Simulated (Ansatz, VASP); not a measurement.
Two plane-wave programs on TiO2

```
CELL_PARAMETERS angstrom
2.70603 -2.70666 0.00000
2.70603 2.70666 0.00000
-2.63353 0.00000 4.79664
ATOMIC_POSITIONS crystal
Ti 0.86589 0.13411 0.75000
Ti 0.13411 0.86589 0.25000
O 0.08876 0.33122 0.16715
O 0.91124 0.66878 0.83285
O 0.66878 0.91124 0.33285
O 0.33122 0.08876 0.66715
```

Alike in both runs: functional PBE; k mesh 8 × 8 × 6; occupations fermi-dirac, width 0.05 eV; no spin polarisation; Hubbard terms Ti d U = 6.0 eV.

```csv
,VASP,Ansatz
version,VASP 6.6.1,Ansatz 0.2.0
potentials or method,"VASP PAW PBE potentials, release 64 (Ti_sv, O)",Ansatz PAW
plane-wave cutoff (eV),520,420
valence electrons in the cell,48,48
task,single point,band structure
```

```csv
,VASP,Ansatz,Ansatz less VASP
gap on the k mesh at the Fermi level (eV),2.92,2.89,-0.038
least direct gap on the mesh (eV),3.30,3.26,-0.041
pressure (GPa),9.2,3.3,-5.99
"traceless stress, the component that is largest in VASP (GPa)",-1.05,-0.23,+0.820
rms of the force components (eV/Å),0.141,0.110,-0.0312
```

The programs project onto different local orbitals, so the same U acts differently, and such runs can settle in different states. Atom by atom the forces differ by 0.132 eV/Å (rms over components).
